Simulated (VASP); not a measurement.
A run of VASP 6.6.1:

Contents of INCAR:

```
  PREC = Accurate
  ENCUT = 520
  EDIFF = 1E-6
  ISMEAR = -1
  SIGMA = 0.02
  LREAL = False
  LASPH = True
  NELM = 60
  ALGO = Normal
  ISIF = 2
  LWAVE = False
  LCHARG = True
  GGA = PE
  LELF = True
  LVHAR = True
  NBANDS = 26
```

The input KPOINTS:

```
regular mesh
0
Gamma
  12 12 2
```

The input POSCAR:

```
Si
1.0
    3.8401543716      0.0000000000      0.0000000000
   -1.9200771858      3.3256712403      0.0000000000
    0.0000000000      0.0000000000     12.6238085319
Si
8
Direct
    0.0000000000      0.0000000000      0.0005505996
    0.3333333333      0.6666666667      0.2496671954
    0.0000000000      0.0000000000      0.5005505996
    0.6666666667      0.3333333333      0.7496671954
    0.0000000000      0.0000000000      0.1869494004
    0.3333333333      0.6666666667      0.4378328046
    0.0000000000      0.0000000000      0.6869494004
    0.6666666667      0.3333333333      0.9378328046
```

Potentials or basis: VASP PAW PBE potentials, release 64 (Si).

The run is started by

```sh
$ cat potpaw_PBE.64/Si/POTCAR > POTCAR
$ mpirun -np 1 vasp_std > vasp.out
```

Hardware: 1 thread of Intel(R) Xeon(R) 6975P-C (Granite Rapids), on a shared host.

How long does it take, and how much memory?

It took 68 s on 1 thread of Intel(R) Xeon(R) 6975P-C (Granite Rapids), with other jobs on the host, peak memory 0.32 GiB. Counts: scf iterations 13, k points 38.
